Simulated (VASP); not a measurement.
# Cu: single point with PBE

The system is Cu.

```
Cu
1.0
     2.56801    0.00000    0.00000
    -1.28401    2.22396    0.00000
     0.00000    0.00000    3.94192
Cu
2
Direct
  0.33333 0.66667 0.25000
  0.66667 0.33333 0.75000
```

This cell differs from its parent crystal: strain along c alone, the other axes held: -6.0 %.

```
Program                : VASP 6.6.1
Task                   : single point
Functional             : PBE
Potentials or basis    : VASP PAW PBE potentials, release 64 (Cu)
Cutoff                 : 520 eV
k mesh                 : 24 × 24 × 12
Occupations            : gaussian, width 0.1 eV
Spin                   : no spin polarisation
Dipole correction      : no
Further INCAR settings : ALGO = Fast; EDIFF = 1e-06; NBANDS = 18
```

```
Pressure               : 11.4 GPa
Band gap on the k mesh : zero (band 11 reaches 12.05 eV, above the bottom of band 12 at 6.18 eV)
```

Stress tensor (GPa, compression positive):
```
 7.02  0.00  0.00
 0.00  7.02  0.00
 0.00  0.00 20.20
```

Levels at points of the mesh, in eV from the Fermi level:
```tsv
k point	band 8	band 9	band 10	band 11	band 12	band 13	band 14	band 15
(0.00, 0.00, 0.00)	-2.80	-2.80	-1.81	-1.81	-0.54	4.89	20.86	21.08
(0.50, 0.00, 0.00)	-1.83	-1.68	-1.59	-0.18	1.38	8.28	8.93	11.29
(0.00, 0.00, 0.50)	-3.27	-2.04	-2.04	-2.04	-2.04	14.51	14.51	21.63
(0.50, 0.00, 0.50)	-2.03	-1.74	-1.74	0.35	0.35	4.93	4.93	15.91
```

Run time: 86 s on 1 thread of Intel(R) Xeon(R) 6975P-C (Granite Rapids) (shared host), peak memory 0.24 GiB.

Caveat: the cell differs from its parent crystal (strain along c alone, the other axes held: -6.0 %).
